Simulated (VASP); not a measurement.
Set up this calculation in VASP 6.6.1, as the native input.

| Quantity | Value |
| --- | --- |
| Task | single point |
| Functional | LDA |
| Potentials or basis | VASP PAW LDA potentials, release 64 (Al) |
| Cutoff | 520 eV |
| k mesh | 9 × 9 × 3 |
| Occupations | fermi-dirac, width 0.15 eV |
| Spin | no spin polarisation |
| Dipole correction | no |
| Further INCAR settings | ALGO = Normal; EDIFF = 1e-06; NBANDS = 14 |

The structure of Al lies in POSCAR:

```
Al
1.0
    2.7888685730      0.0000000000      0.0000000000
   -1.3944347797      2.4152315248      0.0000000000
    0.0000000000      0.0000000000      9.0618427405
Al
4
Direct
    0.0000000000      0.0000000000      0.0000000000
    0.3333333333      0.6666666667      0.2500000000
    0.0000000000      0.0000000000      0.5000000000
    0.6666666667      0.3333333333      0.7500000000
```

The input as run:

INCAR

```
SYSTEM = Al
PREC     = Accurate       ! precision mode
ENCUT    = 520            ! plane-wave cutoff, eV
EDIFF    = 1E-6           ! SCF threshold, eV
ISMEAR   = -1             ! smearing method
SIGMA    = 0.15           ! smearing width, eV
LREAL    = .FALSE.        ! projectors in reciprocal space
LASPH    = .TRUE.         ! aspherical terms in the spheres
NELM     = 60             ! most SCF steps
ALGO     = Normal         ! electronic algorithm
ISIF     = 2              ! what is computed and relaxed
LWAVE    = .FALSE.        ! write WAVECAR
LCHARG   = .FALSE.        ! write CHGCAR
NBANDS   = 14             ! bands
```

KPOINTS

```
regular mesh
0
G
  9 9 3
  0 0 0
```

Potentials or basis: VASP PAW LDA potentials, release 64 (Al).

Command:

```sh
$ cat potpaw_LDA.64/Al/POTCAR > POTCAR
$ mpirun -np 1 vasp_std > vasp.out
```

Results of the run:

| Quantity | Value |
| --- | --- |
| Pressure | 3.5 GPa |
| Band gap on the k mesh | zero (band 6 reaches 12.73 eV, above the bottom of band 7 at 7.23 eV) |

It took 5.6 s on 1 thread of Intel(R) Xeon(R) 6975P-C (Granite Rapids) (shared host), peak memory 0.16 GiB.
